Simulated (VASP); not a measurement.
# KCl (P-1) in VASP: single point with PBE

Aim: the single point of KCl with PBE.

All numbers are computed with VASP 6.6.1; they aren't measurements. Logs are shortened: lines on timing, memory, paths and dates and some standing lists are left out, and cuts for length are marked.

## (1) The cell of the first run

The typed cell holds 4 atoms: a = 4.511 Å, b = 4.511 Å, c = 7.813 Å, α = 73.22°, β = 73.22°, γ = 60.00°.

## (2) Single point, PBE (atoms displaced along a vibrational mode)

Input file INCAR:

```
SYSTEM = KCl
PREC = Accurate
ENCUT = 520
EDIFF = 1E-6
ISMEAR = 0
SIGMA = 0.05
LREAL = .False.
LASPH = .True.
NELM = 80
ALGO = Normal
ISIF = 2
LWAVE = .False.
LCHARG = .False.
GGA = PE
NBANDS = 24
```

Input file KPOINTS:

```
regular mesh
0
Gamma
  6 6 6
  0 0 0
```

Input file POSCAR:

```
KCl
1.0
    0.0000000000     -3.1897839381     -3.1897839381
   -3.1897839381      0.0000000000     -3.1897839381
    3.1897839381      3.1897839381     -6.3795678762
K Cl
2 2
Direct
   -0.0626836044      0.0808071280      0.0000000000
    0.5626836044      0.4191928720      0.5000000000
    0.7500000000      0.7500000000      0.7500000000
    0.2500000000      0.2500000000      0.2500000000
```

Potentials or basis: VASP PAW PBE potentials, release 64 (K_sv, Cl).

The run is started by

```
$ cat potpaw_PBE.64/K_sv/POTCAR potpaw_PBE.64/Cl/POTCAR > POTCAR
$ mpirun -np 1 vasp_std > vasp.out
```

OUTCAR:

```text
SYSTEM = KCl
   PREC = Accurate
   ENCUT = 520
   EDIFF = 1E-6
   ISMEAR = 0
   LREAL = .False.
   LASPH = .True.
   NELM = 80
   ISIF = 2
   GGA = PE

 ion  position               nearest neighbor table
   1  0.937  0.081  0.000-   3 2.94   4 3.00   4 3.15
   2  0.563  0.419  0.500-   3 2.94   4 3.00   4 3.15
   3  0.750  0.750  0.750-   2 2.94   1 2.94
   4  0.250  0.250  0.250-   1 3.00   2 3.00   2 3.15   1 3.15

  LATTYP: Found a trigonal (rhomboedric) cell.
 ALAT       =     7.8133430381
 COS(alpha) =     0.8333333333

  Lattice vectors:

 A1 = (   3.1897839381,   6.3795678762,  -3.1897839381)
 A2 = (   6.3795678762,   3.1897839381,  -3.1897839381)
 A3 = (   3.1897839381,   3.1897839381,  -6.3795678762)

Analysis of symmetry for initial positions (statically):
=====================================================================
 Subroutine PRICEL returns:
 Original cell was already a primitive cell.

 Routine SETGRP: Setting up the symmetry group for a
 trigonal (rhombohedral) supercell.

 Subroutine GETGRP returns: Found  2 space group operations
 (whereof  1 operations were pure point group operations)
 out of a pool of 12 trial point group operations.

The static configuration has the point symmetry C_1 .
 The point group associated with its full space group is S_2 .

Analysis of symmetry for dynamics (positions and initial velocities):
=====================================================================
 Subroutine PRICEL returns:
 Original cell was already a primitive cell.

 Routine SETGRP: Setting up the symmetry group for a
 trigonal (rhombohedral) supercell.

 Subroutine GETGRP returns: Found  2 space group operations
 (whereof  1 operations were pure point group operations)
 out of a pool of 12 trial point group operations.

The dynamic configuration has the point symmetry C_1 .
 The point group associated with its full space group is S_2 .

 Subroutine INISYM returns: Found  2 space group operations
 (whereof  1 operations are pure point group operations),
 and found     1 'primitive' translations

----------------------------------------------------------------------------------------

                                     Primitive cell

  volume of cell :     129.8207

  direct lattice vectors                    reciprocal lattice vectors
     0.000000000 -3.189783938 -3.189783938     0.078375214 -0.235125643 -0.078375214
    -3.189783938  0.000000000 -3.189783938    -0.235125643  0.078375214 -0.078375214
     3.189783938  3.189783938 -6.379567876     0.078375214  0.078375214 -0.078375214

  length of vectors
     4.511035706  4.511035706  7.813343038     0.259941179  0.259941179  0.135749853

  position of ions in fractional coordinates (direct lattice)
     0.937316396  0.080807128  0.000000000
     0.562683604  0.419192872  0.500000000
     0.750000000  0.750000000  0.750000000
     0.250000000  0.250000000  0.250000000

  ion indices of the primitive-cell ions
   primitive index   ion index
                 1           1
                 2           2
                 3           3
                 4           4

----------------------------------------------------------------------------------------

 KPOINTS: regular mesh

Automatic generation of k-mesh.
 Grid dimensions read from file:
 generate k-points for:    6    6    6

 Generating k-lattice:

  Cartesian coordinates                     Fractional coordinates (reciprocal lattice)
     0.013062536 -0.039187607 -0.013062536     0.166666667  0.000000000  0.000000000
    -0.039187607  0.013062536 -0.013062536     0.000000000  0.166666667  0.000000000
     0.013062536  0.013062536 -0.013062536     0.000000000  0.000000000  0.166666667

  Length of vectors
     0.043323530  0.043323530  0.022624976

  Shift w.r.t. Gamma in fractional coordinates (k-lattice)
     0.000000000  0.000000000  0.000000000

 Subroutine IBZKPT returns following result:
 ===========================================

 Found    112 irreducible k-points:

 Following reciprocal coordinates:
            Coordinates               Weight
  0.000000  0.000000  0.000000      1.000000
  0.166667  0.000000  0.000000      2.000000
  0.000000  0.166667  0.000000      2.000000
 -0.166667 -0.166667 -0.166667      2.000000
  0.333333  0.000000  0.000000      2.000000
  0.000000  0.333333  0.000000      2.000000
[... 16 lines left out ...]
 -0.166667  0.500000  0.000000      2.000000
 -0.333333  0.500000  0.500000      2.000000
 [... further k-points ...]
   k-points           NKPTS =    112   k-points in BZ     NKDIM =    112   number of bands    NBANDS=     24
   number of dos      NEDOS =    301   number of ions     NIONS =      4
   total plane-waves  NPLWV =  77760
   dimension x,y,z NGX =    36 NGY =   36 NGZ =   60
   dimension x,y,z NGXF=    72 NGYF=   72 NGZF=  120
   ions per type =               2   2
   NGX,Y,Z   is equivalent  to a cutoff of  13.27, 13.27, 12.77 a.u.
   NGXF,Y,Z  is equivalent  to a cutoff of  26.53, 26.53, 25.53 a.u.
 SYSTEM =  KCl
   PREC   = accura    normal or accurate (medium, high low for compatibility)
   ISTART =      0    job   : 0-new  1-cont  2-samecut
   ICHARG =      2    charge: 1-file 2-atom 10-const
   ISPIN  =      1    spin polarized calculation?
   LNONCOLLINEAR =      F non collinear calculations
   LSORBIT =      F    spin-orbit coupling
   LASPH  =      T    aspherical Exc in radial PAW
   ENCUT  =  520.0 eV  38.22 Ry    6.18 a.u.   8.39  8.39 14.53*2*pi/ulx,y,z
   NELM   =     80;   NELMIN=  2; NELMDL= -5     # of ELM steps
   EDIFF  = 0.1E-05   stopping-criterion for ELM
   LREAL  =      F    real-space projection
   EDIFFG = 0.1E-04   stopping-criterion for IOM
   NSW    =      0    number of steps for IOM
   IBRION =     -1    ionic relax: 0-MD 1-quasi-New 2-CG
   NFREE  =      0    steps in history (QN), initial steepest desc. (CG)
   ISIF   =      2    stress and relaxation
   ISYM   =      2    0-nonsym 1-usesym 2-fastsym
   POTIM  = 0.5000    time-step for ionic-motion
   TEBEG  =    0.0;   TEEND  =   0.0 temperature during run
   PSTRESS=    0.0 pullay stress
   NELECT =      32.0000    total number of electrons
   NUPDOWN=      -1.0000    fix difference up-down
   EMIN   =  10.00;   EMAX   =-10.00  energy-range for DOS
   EFERMI =   0.00;   METHOD = LEGACY
   ISMEAR =     0;   SIGMA  =   0.05  broadening in eV -4-tet -1-fermi 0-gaus
   EFERMI_NEDOS =   21; number of points for ismear=-14 and -15
   IALGO  =     38    algorithm
   IMIX   =      4    mixing-type and parameters
     AMIX     =   0.40;   BMIX     =  1.00
     AMIX_MAG =   1.60;   BMIX_MAG =  1.00
  volume/ion in A,a.u.               =      32.46       219.02
  Fermi-wavevector in a.u.,A,eV,Ry     =   1.026464  1.939735 14.335473  1.053628
  Thomas-Fermi vector in A             =   2.160358
   LORBIT       =      0    0 simple, 1 ext, 2 COOP (PROOUT), +10 PAW based schemes
   GGA     = PE    functional components
   LHFCALC =     F    Hartree Fock is set to
   AEXX    =    0.0000 exact exchange contribution
   IVDW    =     0    specifies the selected vdW correction
   LEPSILON=     F    determine dielectric tensor
   LRPA    =     F    only Hartree local field effects (RPA)
 non-spin polarized calculation
 Gauss-broadening in eV      SIGMA  =   0.05
  energy-cutoff  :      520.00
  volume of cell :      129.82
 maximum number of plane-waves:      3525
 NGX is ok and might be reduce to    36
   NGX = 17   NGY = 17   NGZ = 29

 number of electron      31.9999999 magnetization

 Free energy of the ion-electron system (eV)
  ---------------------------------------------------
  ext. energy  EPLUGINS =         0.00000000
  ---------------------------------------------------
  free energy    TOTEN  =       -13.48172904 eV

  energy without entropy =      -13.48172904  energy(sigma->0) =      -13.48172904

 E-fermi :  -1.6978     XC(G=0):  -7.3576

 val. band max:       -2.0076019507   @ k =   0.0000   0.0000   0.0000
 cond. band min:       3.0372114046   @ k =   0.0000   0.0000   0.0000
 fundamental gap:      5.0448133552
 Fermi energy:        -1.6977834248

 k-point     1 :       0.0000    0.0000    0.0000
  band No.  band energies     occupation
      1     -29.2754      2.00000
      2     -29.2650      2.00000
      3     -14.3033      2.00000
      4     -14.1152      2.00000
      5     -12.7555      2.00000
      6     -12.7481      2.00000
[... 16 lines left out ...]
     23       7.1756      0.00000
     24       7.4481      0.00000

 k-point     2 :       0.1667    0.0000    0.0000
  band No.  band energies     occupation
      1     -29.2735      2.00000
      2     -29.2642      2.00000
      3     -14.2577      2.00000
      4     -14.1527      2.00000
      5     -12.7846      2.00000
      6     -12.7653      2.00000
[... 16 lines left out ...]
     23       7.4014      0.00000
     24       7.6934      0.00000

 k-point     3 :       0.0000    0.1667    0.0000
  band No.  band energies     occupation
      1     -29.2735      2.00000
      2     -29.2641      2.00000
      3     -14.2578      2.00000
      4     -14.1516      2.00000
      5     -12.7871      2.00000
      6     -12.7561      2.00000
[... 16 lines left out ...]
     23       7.3614      0.00000
     24       7.7607      0.00000
[... 514 lines left out ...]
 k-point    23 :      -0.1667    0.5000    0.0000
  band No.  band energies     occupation
      1     -29.2675      2.00000
      2     -29.2618      2.00000
      3     -14.2039      2.00000
      4     -14.1575      2.00000
      5     -12.8316      2.00000
      6     -12.8074      2.00000
[... 16 lines left out ...]
     23       8.2110      0.00000
     24       8.4498      0.00000

 k-point    24 :      -0.3333    0.5000    0.5000
  band No.  band energies     occupation
      1     -29.2655      2.00000
      2     -29.2638      2.00000
      3     -14.1941      2.00000
      4     -14.1725      2.00000
      5     -12.8204      2.00000
      6     -12.8149      2.00000
[... 16 lines left out ...]
     23       7.8728      0.00000
     24       8.3845      0.00000

 [... further k-points ...]

------------------------ aborting loop because EDIFF is reached ----------------------------------------

  FORCE on cell =-STRESS in cart. coord.  units (eV):
  Direction    XX          YY          ZZ          XY          YZ          ZX
  --------------------------------------------------------------------------------------
  -------------------------------------------------------------------------------------
  Total        1.0836500      0.6209211      0.0359426      0.2541928     -0.0031576     -0.0988435
  in kB       13.3738304      7.6630775      0.4435844      3.1371122     -0.0389697     -1.2198735
  external PRESSURE =       7.1601641 kB  Pullay stress =       0.0000000 kB

 VOLUME and BASIS-vectors are now :
 -----------------------------------------------------------------------------
  energy-cutoff  :      520.00
  volume of cell :      129.82
      direct lattice vectors                 reciprocal lattice vectors
     0.000000000 -3.189783938 -3.189783938     0.078375214 -0.235125643 -0.078375214
    -3.189783938  0.000000000 -3.189783938    -0.235125643  0.078375214 -0.078375214
     3.189783938  3.189783938 -6.379567876     0.078375214  0.078375214 -0.078375214

 POSITION                                       TOTAL-FORCE (eV/Angst)
 -----------------------------------------------------------------------------------
     -0.25776     -2.98984     -3.24759         0.357693     -0.247661      0.060611
      0.25776     -0.19995     -6.32176        -0.357693      0.247661     -0.060611
      0.00000      0.00000     -9.56935         0.000000      0.000000      0.000000
      0.00000      0.00000     -3.18978         0.000000      0.000000      0.000000
 -----------------------------------------------------------------------------------
    total drift:                               -0.000000     -0.000000      0.000000

  FREE ENERGIE OF THE ION-ELECTRON SYSTEM (eV)
  ---------------------------------------------------
  free  energy   TOTEN  =       -13.4817290444 eV

  energy  without entropy=      -13.4817290444  energy(sigma->0) =      -13.48172904
```

It took 4.7 min on 1 thread of Intel Xeon Platinum 8488C (Sapphire Rapids), shared host; peak memory 0.44 GiB.

Results:

```yaml
Free_energy: -13.4817 eV
Pressure: 0.7 GPa
Largest_force: 0.439 eV/Å
Band_gap_on_the_k_mesh: 5.04 eV
```

Forces in eV/Å, atoms in the order of the input:
```
K    0.358 -0.248  0.061
K   -0.358  0.248 -0.061
Cl   0.000  0.000  0.000
Cl   0.000  0.000  0.000
```

Caveat: the cell differs from its parent crystal (atoms displaced along a vibrational mode).
